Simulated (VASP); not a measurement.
Write the native input for VASP 6.6.1 that does the following.

```
Task                   : single point
Functional             : LDA
Potentials or basis    : VASP PAW LDA potentials, release 64 (Zr_sv, Rh_pv)
Cutoff                 : 520 eV
k mesh                 : 12 × 12 × 12
Occupations            : fermi-dirac, width 0.15 eV
Spin                   : no spin polarisation
Dipole correction      : no
Further INCAR settings : ALGO = Fast; EDIFF = 1e-06; NBANDS = 36
```

The structure of ZrRh3 lies in POSCAR:

```
ZrRh3
1.0
    3.8787116217      0.0000000000      0.0000000000
    0.0000000000      3.8787116217      0.0000000000
    0.0000000000      0.0000000000      3.8787116217
Zr Rh
1 3
Direct
    0.0000000000      0.0000000000      0.0000000000
    0.0000000000      0.5000000000      0.5000000000
    0.5000000000      0.0000000000      0.5000000000
    0.5000000000      0.5000000000      0.0000000000
```

These files were run (other wordings do the same):

INCAR

```
SYSTEM = ZrRh3
PREC = Accurate
ENCUT = 520
EDIFF = 1E-6
ISMEAR = -1
SIGMA = 0.15
LREAL = .FALSE.
LASPH = .TRUE.
NELM = 80
ALGO = Fast
ISIF = 2
LWAVE = .FALSE.
LCHARG = .FALSE.
GGA = CA
NBANDS = 36
```

KPOINTS

```
Automatic mesh
0
G
  12 12 12
  0 0 0
```

Potentials or basis: VASP PAW LDA potentials, release 64 (Zr_sv, Rh_pv).

Command:

```sh
$ cat potpaw_LDA.64/Zr_sv/POTCAR potpaw_LDA.64/Rh_pv/POTCAR > POTCAR
$ mpirun -np 1 vasp_std > vasp.out
```

It gave:

| Property | Result |
| --- | --- |
| Pressure | 0.7 GPa |
| Band gap on the k mesh | zero (an odd number of electrons rules out a gap without spin polarisation) |

Wall time 3.1 min on 1 thread of Oxide Virtual Turin-like Processor, with other jobs on the host, peak memory 0.22 GiB.
